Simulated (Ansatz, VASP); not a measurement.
One calculation of BaTiO3, two programs

```
Ba Ti O
1.0
     4.61070    0.00000    0.00000
     0.00000    4.61070    0.00000
     0.00000    0.00000    2.99706
Ba Ti O
1 1 3
Direct
  0.00000 0.00000 0.00000
  0.50000 0.50000 0.50000
  0.50000 0.50000 0.00000
  0.50000 0.00000 0.50000
  0.00000 0.50000 0.50000
```

Alike in both runs: task single point; functional r2SCAN; k mesh 8 × 8 × 8; occupations gaussian, width 0.05 eV; no spin polarisation.

|  | VASP | Ansatz |
| --- | --- | --- |
| version | VASP 6.6.1 | Ansatz 0.2.0 |
| potentials or method | VASP PAW PBE potentials, release 64 (Ba_sv, Ti_sv, O), cutoff 520 eV | scalar-relativistic, plane waves, PAW |
| valence electrons in the cell | 40 | 40 |

```csv
,VASP,Ansatz,Ansatz less VASP
gap on the k mesh at the Fermi level (eV),0.30,0.17,-0.135
least direct gap on the mesh (eV),0.30,0.17,-0.135
```

VASP's potentials were made for PBE, not for r2SCAN. With one functional, cell and mesh, what is left measures potentials, basis and numerics.

Spin-orbit coupling is off throughout.
